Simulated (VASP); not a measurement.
A run of VASP 6.6.1 is set up as follows.

The input INCAR:

```
SYSTEM = Y
PREC = Accurate ; ENCUT = 600
EDIFF = 1E-6 ; ISMEAR = -1
SIGMA = 0.08 ; LREAL = .False.
LASPH = .True. ; NELM = 80
ALGO = Normal ; ISIF = 3
LWAVE = .False. ; LCHARG = .False.
GGA = PE ; IBRION = 2
NSW = 100 ; EDIFFG = -0.005
```

KPOINTS

```
Automatic mesh
0
Gamma
  11 11 11
  0 0 0
```

The input POSCAR:

```
Y
1.0
    3.2195088072      0.0000000000      0.0000000000
    0.0000000000      3.2195088072      0.0000000000
    0.0000000000      0.0000000000      3.2195088072
Y
1
Direct
    0.0000000000      0.0000000000      0.0000000000
```

Potentials or basis: VASP PAW PBE potentials, release 64 (Y_sv).

Command:

```sh
$ cat potpaw_PBE.64/Y_sv/POTCAR > POTCAR
$ mpirun -np 1 vasp_std > vasp.out
```

**Question.** Predict the space group after relaxing (to 0.1 Å).

**Answer.** Pm-3m (No. 221).

**Question.** Predict the relaxed volume.

**Answer.** 34.81 Å³/atom.

**Question.** What does it give for the band gap on the k mesh?

**Answer.** Zero (an odd number of electrons rules out a gap without spin polarisation).

Final structure:
```cif
data_structure
_symmetry_space_group_name_H-M 'P 1'
_symmetry_Int_Tables_number 1
_cell_length_a 3.2650
_cell_length_b 3.2650
_cell_length_c 3.2650
_cell_angle_alpha 90.000
_cell_angle_beta 90.000
_cell_angle_gamma 90.000
_cell_volume 34.81
loop_
_atom_site_label
_atom_site_type_symbol
_atom_site_fract_x
_atom_site_fract_y
_atom_site_fract_z
_atom_site_occupancy
Y1 Y 0.00000 0.00000 0.00000 1
```
